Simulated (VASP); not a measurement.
The system is I.

```
CELL_PARAMETERS angstrom
3.57945 -2.34575 0.00000
3.57945 2.34575 0.00000
0.00000 0.00000 9.80140
ATOMIC_POSITIONS crystal
I 0.84600 0.15400 0.11742
I 0.65400 0.34600 0.61742
I 0.15400 0.84600 0.88258
I 0.34600 0.65400 0.38258
```

* Program: VASP 6.6.1
* Task: relaxation of cell and atoms
* Functional: RPBE
* Potentials or basis: VASP PAW PBE potentials, release 64 (I)
* Cutoff: 600 eV
* k mesh: 5 × 5 × 2
* Occupations: fermi-dirac, width 0.05 eV
* Spin: no spin polarisation

At the start: pressure 3.0 GPa; volume 41.15 Å³/atom.

Question: Where does the relaxation end?

Answer: Over 33 steps the energy falls by 136.9 meV/atom and the volume is 68.14 Å³/atom (+65.6 %); space group Cmce (No. 64, to 0.1 Å) before and after.

The path:
```tsv
step	energy change (eV)	largest force (eV/Å)	pressure (GPa)	volume (Å³)
1	0.0000	0.5051	2.99	164.59
2	-0.1492	0.4207	-0.09	183.55
3	-0.1532	0.3228	0.26	180.51
4	-0.2676	0.2515	0.20	189.03
5	-0.4576	0.0547	0.35	214.80
6	-0.4409	0.8518	1.16	266.90
7	-0.4964	0.4559	0.78	245.12
8	-0.5288	0.1422	-0.26	270.43
9	-0.5328	0.0134	-0.03	263.72
10	-0.5328	0.0181	-0.03	264.10
11	-0.5317	0.0794	-0.16	267.25
12	-0.5327	0.0218	-0.07	264.48
13	-0.5340	0.0306	0.02	263.50
14	-0.5343	0.0623	0.08	262.85
15	-0.5352	0.0570	0.07	262.79
16	-0.5377	0.0416	0.06	262.61
17	-0.5416	0.0096	0.02	262.19
18	-0.5450	0.0572	-0.03	261.15
19	-0.5453	0.0164	0.11	260.05
20	-0.5456	0.0162	0.05	260.50
21	-0.5459	0.0146	0.04	261.35
22	-0.5465	0.0138	0.01	263.88
23	-0.5465	0.0145	0.00	264.43
24	-0.5466	0.0394	0.07	265.46
25	-0.5467	0.0163	0.04	264.98
26	-0.5469	0.0163	0.03	266.55
27	-0.5474	0.0167	0.00	271.29
28	-0.5474	0.0167	0.00	271.96
29	-0.5475	0.0084	0.00	272.19
30	-0.5477	0.0098	-0.01	272.69
31	-0.5477	0.0074	-0.01	272.63
32	-0.5475	0.0280	0.06	272.23
33	-0.5477	0.0038	0.00	272.54
```

Final structure:
```yaml
crystal:
  lattice:
    - [5.43009, -2.51576, 0.00000]
    - [5.43009, 2.51576, 0.00000]
    - [0.00000, 0.00000, 9.97538]
  atoms:
    - { symbol: I, position: [0.86008, 0.13992, 0.12019] }
    - { symbol: I, position: [0.63992, 0.36008, 0.62019] }
    - { symbol: I, position: [0.13992, 0.86008, 0.87981] }
    - { symbol: I, position: [0.36008, 0.63992, 0.37981] }
```

Caveat: the volume moved by over 15 % at a fixed basis, so the end points are rough; this functional lacks dispersion, which holds the molecules together, so the pressure and a relaxed volume are unreliable; the PAW data sets were made with another functional, which shifts forces and pressure a little.
